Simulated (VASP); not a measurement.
# HoMoN2 (P6/mmm) in VASP: relaxation of cell and atoms with PBE

Aim: the relaxation of cell and atoms of HoMoN2 with PBE.

All numbers are computed with VASP 6.6.1; they aren't measurements. Logs are shortened: lines on timing, memory, paths and dates and some standing lists are left out, and cuts for length are marked.

## (1) The cell of the first run

The structure is hexagonal, space group P6/mmm (No. 191). The conventional cell has a = 3.906 Å, b = 3.906 Å, c = 5.141 Å, α = 90.00°, β = 90.00°, γ = 120.00°. Ho (site symmetry 6/mmm) has 6 N at 2.25 Å and 2 Mo at 2.57 Å within 3.0 Å. Within 3.5 Å of Mo (site symmetry 6/mmm) lie 2 Ho at 2.57 Å and 12 N at 3.42 Å. Within 3.0 Å of N (site symmetry -6m2) lie 3 N at 2.25 Å and 3 Ho at 2.25 Å.

The cell was generated, and may not be a known phase.

## (2) Relaxation of cell and atoms, PBE, collinear spin

The input, INCAR:

```
PREC = Accurate
ENCUT = 600
EDIFF = 1E-7
ISMEAR = 0
SIGMA = 0.15
LREAL = False
LASPH = True
NELM = 200
ALGO = Normal
ISIF = 3
LWAVE = False
LCHARG = False
ISPIN = 2
MAGMOM = 0 1 0 0
LORBIT = 11
LMAXMIX = 6
GGA = PE
IBRION = 2
NSW = 36
EDIFFG = -0.08
GGA_COMPAT = False
NELMIN = 4
```

The input, KPOINTS:

```
Automatic mesh
0
Gamma
  4 4 3
```

The input, POSCAR:

```
HoMoN2
1.0
    3.9056945200      0.0000000000      0.0000000000
   -1.9528472600      3.3824306700      0.0000000000
    0.0000000000      0.0000000000      5.1410583200
Ho Mo N
1 1 2
Direct
    0.0000000000      0.0000000000      0.0000000000
    0.0000000000      0.0000000000      0.5000000000
    0.3333333300      0.6666666700      0.0000000000
    0.6666666700      0.3333333300      0.0000000000
```

Potentials or basis: VASP PAW PBE potentials, release 64 (Ho_3, Mo_sv, N), 4f in core.

Command:

```sh
$ cat potpaw_PBE.64/Ho_3/POTCAR potpaw_PBE.64/Mo_sv/POTCAR potpaw_PBE.64/N/POTCAR > POTCAR
$ mpirun -np 1 vasp_std > vasp.out
```

OUTCAR:

```text
PREC = Accurate
   ENCUT = 600
   EDIFF = 1E-7
   ISMEAR = 0
   LREAL = False
   LASPH = True
   NELM = 200
   ISIF = 3
   ISPIN = 2
   LORBIT = 11
   GGA = PE
   IBRION = 2
   NSW = 36
   EDIFFG = -0.08
   NELMIN = 4

 ion  position               nearest neighbor table
   1  0.000  0.000  0.000-   3 2.25   4 2.25   3 2.25   4 2.25   4 2.25   3 2.25   2 2.57   2 2.57

   2  0.000  0.000  0.500-   1 2.57   1 2.57
   3  0.333  0.667  0.000-   1 2.25   1 2.25   1 2.25
   4  0.667  0.333  0.000-   1 2.25   1 2.25   1 2.25

  LATTYP: Found a hexagonal cell.
 ALAT       =     3.9056945200
 C/A-ratio  =     1.3162981113

  Lattice vectors:

 A1 = (   3.9056945200,   0.0000000000,   0.0000000000)
 A2 = (  -1.9528472600,   3.3824306700,   0.0000000000)
 A3 = (   0.0000000000,   0.0000000000,   5.1410583200)

Analysis of symmetry for initial positions (statically):
=====================================================================
 Subroutine PRICEL returns:
 Original cell was already a primitive cell.

 Routine SETGRP: Setting up the symmetry group for a
 hexagonal supercell.

 Subroutine GETGRP returns: Found 24 space group operations
 (whereof 24 operations were pure point group operations)
 out of a pool of 24 trial point group operations.

The static configuration has the point symmetry D_6h.

Analysis of symmetry for dynamics (positions and initial velocities):
=====================================================================
 Subroutine PRICEL returns:
 Original cell was already a primitive cell.

 Routine SETGRP: Setting up the symmetry group for a
 hexagonal supercell.

 Subroutine GETGRP returns: Found 24 space group operations
 (whereof 24 operations were pure point group operations)
 out of a pool of 24 trial point group operations.

The dynamic configuration has the point symmetry D_6h.

Analysis of structural, dynamic, and magnetic symmetry:
=====================================================================
 Subroutine PRICEL returns:
 Original cell was already a primitive cell.

 Routine SETGRP: Setting up the symmetry group for a
 hexagonal supercell.

 Subroutine GETGRP returns: Found 24 space group operations
 (whereof 24 operations were pure point group operations)
 out of a pool of 24 trial point group operations.

The overall configuration has the point symmetry D_6h.

 Subroutine INISYM returns: Found 24 space group operations
 (whereof 24 operations are pure point group operations),
 and found     1 'primitive' translations

----------------------------------------------------------------------------------------

                                     Primitive cell

  volume of cell :      67.9172

  direct lattice vectors                    reciprocal lattice vectors
     3.905694520  0.000000000  0.000000000     0.256036409  0.147822690  0.000000000
    -1.952847260  3.382430670  0.000000000     0.000000000  0.295645380  0.000000000
     0.000000000  0.000000000  5.141058320     0.000000000  0.000000000  0.194512479

  length of vectors
     3.905694520  3.905694517  5.141058320     0.295645380  0.295645380  0.194512479

  position of ions in fractional coordinates (direct lattice)
     0.000000000  0.000000000  0.000000000
     0.000000000  0.000000000  0.500000000
     0.333333330  0.666666670  0.000000000
     0.666666670  0.333333330  0.000000000

  ion indices of the primitive-cell ions
   primitive index   ion index
                 1           1
                 2           2
                 3           3
                 4           4

----------------------------------------------------------------------------------------

 KPOINTS: Automatic mesh

Automatic generation of k-mesh.
 Grid dimensions read from file:
 generate k-points for:    4    4    3

 Generating k-lattice:

  Cartesian coordinates                     Fractional coordinates (reciprocal lattice)
     0.064009102  0.036955672  0.000000000     0.250000000  0.000000000  0.000000000
     0.000000000  0.073911345  0.000000000     0.000000000  0.250000000  0.000000000
     0.000000000  0.000000000  0.064837493     0.000000000  0.000000000  0.333333333

  Length of vectors
     0.073911345  0.073911345  0.064837493

  Shift w.r.t. Gamma in fractional coordinates (k-lattice)
     0.000000000  0.000000000  0.000000000

 Subroutine IBZKPT returns following result:
 ===========================================

 Found      8 irreducible k-points:

 Following reciprocal coordinates:
            Coordinates               Weight
  0.000000  0.000000  0.000000      1.000000
  0.250000 -0.000000  0.000000      6.000000
  0.500000 -0.000000  0.000000      3.000000
  0.250000  0.250000  0.000000      6.000000
  0.000000  0.000000  0.333333      2.000000
  0.250000 -0.000000  0.333333     12.000000
  0.500000 -0.000000  0.333333      6.000000
  0.250000  0.250000  0.333333     12.000000
   k-points           NKPTS =      8   k-points in BZ     NKDIM =      8   number of bands    NBANDS=     21
   number of dos      NEDOS =    301   number of ions     NIONS =      4
   total plane-waves  NPLWV =  43008
   dimension x,y,z NGX =    32 NGY =   32 NGZ =   42
   dimension x,y,z NGXF=    64 NGYF=   64 NGZF=   84
   ions per type =               1   1   2
   NGX,Y,Z   is equivalent  to a cutoff of  13.62, 13.62, 13.58 a.u.
   NGXF,Y,Z  is equivalent  to a cutoff of  27.24, 27.24, 27.16 a.u.
 SYSTEM =  unknown system
   PREC   = accura    normal or accurate (medium, high low for compatibility)
   ISTART =      0    job   : 0-new  1-cont  2-samecut
   ICHARG =      2    charge: 1-file 2-atom 10-const
   ISPIN  =      2    spin polarized calculation?
   LNONCOLLINEAR =      F non collinear calculations
   LSORBIT =      F    spin-orbit coupling
   LASPH  =      T    aspherical Exc in radial PAW
   ENCUT  =  600.0 eV  44.10 Ry    6.64 a.u.   7.80  7.80 10.27*2*pi/ulx,y,z
   NELM   =    200;   NELMIN=  4; NELMDL= -5     # of ELM steps
   EDIFF  = 0.1E-06   stopping-criterion for ELM
   LREAL  =      F    real-space projection
   EDIFFG = -.8E-01   stopping-criterion for IOM
   NSW    =     36    number of steps for IOM
   IBRION =      2    ionic relax: 0-MD 1-quasi-New 2-CG
   NFREE  =      1    steps in history (QN), initial steepest desc. (CG)
   ISIF   =      3    stress and relaxation
   ISYM   =      2    0-nonsym 1-usesym 2-fastsym
   POTIM  = 0.5000    time-step for ionic-motion
   TEBEG  =    0.0;   TEEND  =   0.0 temperature during run
   PSTRESS=    0.0 pullay stress
   NELECT =      33.0000    total number of electrons
   NUPDOWN=      -1.0000    fix difference up-down
   EMIN   =  10.00;   EMAX   =-10.00  energy-range for DOS
   EFERMI =   0.00;   METHOD = LEGACY
   ISMEAR =     0;   SIGMA  =   0.15  broadening in eV -4-tet -1-fermi 0-gaus
   EFERMI_NEDOS =   21; number of points for ismear=-14 and -15
   IALGO  =     38    algorithm
   IMIX   =      4    mixing-type and parameters
     AMIX     =   0.40;   BMIX     =  1.00
     AMIX_MAG =   1.60;   BMIX_MAG =  1.00
  volume/ion in A,a.u.               =      16.98       114.58
  Fermi-wavevector in a.u.,A,eV,Ry     =   1.287023  2.432120 22.537067  1.656428
  Thomas-Fermi vector in A             =   2.419062
   LORBIT       =     11    0 simple, 1 ext, 2 COOP (PROOUT), +10 PAW based schemes
   GGA     = PE    functional components
   LHFCALC =     F    Hartree Fock is set to
   AEXX    =    0.0000 exact exchange contribution
   IVDW    =     0    specifies the selected vdW correction
   LEPSILON=     F    determine dielectric tensor
   LRPA    =     F    only Hartree local field effects (RPA)
 conjugate gradient relaxation of ions
 spin polarized calculation
 Gauss-broadening in eV      SIGMA  =   0.15
  energy-cutoff  :      600.00
  volume of cell :       67.92
 maximum number of plane-waves:      2294
 NGX is ok and might be reduce to    32
   NGX = 15   NGY = 15   NGZ = 21

--------------------------------------- Ionic step        1  -------------------------------------------

 number of electron      32.9999999 magnetization       5.2459119

 Free energy of the ion-electron system (eV)
  ---------------------------------------------------
  ext. energy  EPLUGINS =         0.00000000
  ---------------------------------------------------
  free energy    TOTEN  =       -23.07563227 eV

  energy without entropy =      -23.03525852  energy(sigma->0) =      -23.05544540

 E-fermi :   4.2783     XC(G=0): -10.5094

 val. band max:        4.2464184829   @ k =   0.5000  -0.0000   0.3333
 cond. band min:       4.2827877111   @ k =   0.0000   0.0000   0.0000
 fundamental gap:      0.0363692282
 Fermi energy:         4.2782556524

 spin component 1

 k-point     1 :       0.0000    0.0000    0.0000
  band No.  band energies     occupation
      1     -57.2786      1.00000
      2     -31.7897      1.00000
      3     -31.4800      1.00000
      4     -31.4800      1.00000
      5     -18.3061      1.00000
      6     -17.7887      1.00000
[... 13 lines left out ...]
     20       5.7898      0.00000
     21       5.7898      0.00000
[... 145 lines left out ...]
 k-point     8 :       0.2500    0.2500    0.3333
  band No.  band energies     occupation
      1     -57.2833      1.00000
      2     -31.7218      1.00000
      3     -31.5031      1.00000
      4     -31.4923      1.00000
      5     -18.4960      1.00000
      6     -18.3796      1.00000
[... 13 lines left out ...]
     20       5.4187      0.00000
     21       5.4493      0.00000
 Fermi energy:         4.2782556524

 spin component 2

 k-point     1 :       0.0000    0.0000    0.0000
  band No.  band energies     occupation
      1     -55.0888      1.00000
      2     -29.4890      1.00000
      3     -28.9900      1.00000
      4     -28.9900      1.00000
      5     -18.1217      1.00000
      6     -17.7115      1.00000
[... 13 lines left out ...]
     20       6.2750      0.00000
     21       6.2750      0.00000
[... 378 lines left out ...]
 POSITION                                       TOTAL-FORCE (eV/Angst)
 -----------------------------------------------------------------------------------
      0.00000      0.00000      0.00000        -0.000000      0.000000      0.000000
     -0.00000      0.00000      3.15567        -0.000000      0.000000      0.000000
     -0.00000      2.27503     -0.00000        -0.000000      0.000000     -0.000000
      1.97023      1.13751      6.31134         0.000000     -0.000000      0.000000
 -----------------------------------------------------------------------------------
    total drift:                               -0.000000      0.000000     -0.000000

  FREE ENERGIE OF THE ION-ELECTRON SYSTEM (eV)
  ---------------------------------------------------
  free  energy   TOTEN  =       -24.2333772835 eV

  energy  without entropy=      -24.2159435303  energy(sigma->0) =      -24.22466041

--------------------------------------- Ionic step        7  -------------------------------------------

 number of electron      33.0000006 magnetization       5.6598410

 Free energy of the ion-electron system (eV)
  ---------------------------------------------------
  ext. energy  EPLUGINS =         0.00000000
  ---------------------------------------------------
  free energy    TOTEN  =       -24.23979222 eV

  energy without entropy =      -24.22191418  energy(sigma->0) =      -24.23085320

 E-fermi :   2.6919     XC(G=0):  -9.3757

 val. band max:        2.3558318150   @ k =   0.5000  -0.0000   0.0000
 cond. band min:       2.6998091599   @ k =   0.0000   0.0000   0.0000
 fundamental gap:      0.3439773449
 Fermi energy:         2.6918792025

 spin component 1

 k-point     1 :       0.0000    0.0000    0.0000
  band No.  band energies     occupation
      1     -59.0734      1.00000
      2     -33.3075      1.00000
      3     -33.2885      1.00000
      4     -33.2885      1.00000
      5     -19.9906      1.00000
      6     -19.6535      1.00000
[... 13 lines left out ...]
     20       4.0413      0.00000
     21       4.0413      0.00000
[... 145 lines left out ...]
 k-point     8 :       0.2500    0.2500    0.3333
  band No.  band energies     occupation
      1     -59.0721      1.00000
      2     -33.3090      1.00000
      3     -33.3036      1.00000
      4     -33.2997      1.00000
      5     -20.1419      1.00000
      6     -19.9651      1.00000
[... 13 lines left out ...]
     20       3.2127      0.00000
     21       3.7318      0.00000
 Fermi energy:         2.6918792025

 spin component 2

 k-point     1 :       0.0000    0.0000    0.0000
  band No.  band energies     occupation
      1     -56.6782      1.00000
      2     -30.6854      1.00000
      3     -30.6131      1.00000
      4     -30.6131      1.00000
      5     -19.9604      1.00000
      6     -19.6082      1.00000
[... 13 lines left out ...]
     20       4.6381      0.00000
     21       4.6381      0.00000
[... 188 lines left out ...]
 POSITION                                       TOTAL-FORCE (eV/Angst)
 -----------------------------------------------------------------------------------
      3.94744      0.00000      0.00000        -0.000000      0.000000      0.000000
      3.94744      0.00000      3.19517        -0.000000     -0.000000      0.000000
     -0.00000      2.27905      6.39035         0.000000      0.000000      0.000000
      1.97372      1.13953     -0.00000        -0.000000      0.000000     -0.000000
 -----------------------------------------------------------------------------------
    total drift:                                0.000000      0.000000     -0.000000

  FREE ENERGIE OF THE ION-ELECTRON SYSTEM (eV)
  ---------------------------------------------------
  free  energy   TOTEN  =       -24.2397922165 eV

  energy  without entropy=      -24.2219141821  energy(sigma->0) =      -24.23085320

 reached required accuracy - stopping structural energy minimisation

 total charge

# of ion       s       p       d       tot
------------------------------------------
    1        0.416   6.884   1.570   8.871
    2        2.250   5.969   3.882  12.101
    3        1.340   2.170   0.000   3.510
    4        1.340   2.170   0.000   3.510
--------------------------------------------------
tot          5.347  17.192   5.452  27.992

 magnetization (x)

# of ion       s       p       d       tot
------------------------------------------
    1        0.024   0.043   0.088   0.156
    2        0.059   0.025   3.638   3.722
    3        0.013   0.345   0.000   0.358
    4        0.013   0.345   0.000   0.358
--------------------------------------------------
tot          0.109   0.759   3.726   4.593
```

Run time: 12 min. Hardware: 1 thread of AMD EPYC 7R43 (Zen 3), shared host; peak memory 0.22 GiB.

Results:

```
Free energy                                           : -24.2398 eV
Relaxed volume                                        : 21.56 Å³/atom
Relaxed cell                                          : a = 3.947 Å, b = 3.947 Å, c = 6.390 Å, α = 90.00°, β = 90.00°, γ = 120.00°
Space group after relaxing (to 0.1 Å)                 : P6/mmm (No. 191)
Energy gained by relaxing                             : 291.0 meV/atom
Ionic steps                                           : 7
Pressure after relaxing                               : 0.3 GPa
Net moment                                            : 5.66 μB per cell
Site moments                                          : Ho +0.16; Mo +3.72; N +0.36 μB
Valence electrons inside the program's atomic spheres : Ho 8.87; Mo 12.10; N 3.51
```

Stress tensor (GPa, compression positive):
```
0.17 0.00 0.00
0.00 0.17 0.00
0.00 0.00 0.41
```

Step by step:
```csv
step,energy change (eV),largest force (eV/Å),pressure (GPa),volume (Å³)
1,0.0000,0.0000,14.25,67.92
2,-0.9740,0.0000,-1.07,83.59
3,-0.9949,0.0000,-2.59,86.28
4,-0.9954,0.0000,-3.10,87.26
5,-1.1566,0.0000,1.32,84.68
6,-1.1577,0.0000,0.94,84.87
7,-1.1642,0.0000,0.25,86.24
```

Final structure:
```xyz
4
Lattice="3.9474 0.0000 0.0000 -1.9737 3.4186 0.0000 0.0000 0.0000 6.3903" Properties=species:S:1:pos:R:3 pbc="T T T"
Ho    3.9474    0.0000    0.0000
Mo    3.9474    0.0000    3.1952
N     0.0000    2.2791    6.3903
N     1.9737    1.1395    0.0000
```

Levels at points of the mesh, in eV from the Fermi level:
Spin up:
```tsv
k point	band 17	band 18	band 19	band 20	band 21
(0.00, 0.00, 0.00)	-1.03	-1.03	0.07	1.35	1.35
(0.50, 0.00, 0.00)	-1.03	-0.50	-0.34	0.28	0.82
```
Spin down:
```
           k point  band 9  band 10  band 11  band 12  band 13  band 14  band 15  band 16  band 17  band 18
(0.00, 0.00, 0.00)  -10.24    -4.73    -4.73    -2.58    -2.14     0.01     1.11     1.43     1.43     1.74
(0.50, 0.00, 0.00)  -11.92    -2.69    -2.64    -2.57    -0.44    -0.41     0.05     0.38     0.92     1.42
```

Caveat: the k points lie up to 0.46 Å⁻¹ apart in the final cell; the magnetic or orbital state may not be the lowest; the volume moved by over 15 % at a fixed basis, so the end points are rough; spin-orbit coupling is left out, which moves the levels of the heavy elements; the 4f electrons are frozen in the core, so they carry no moment and show no levels.
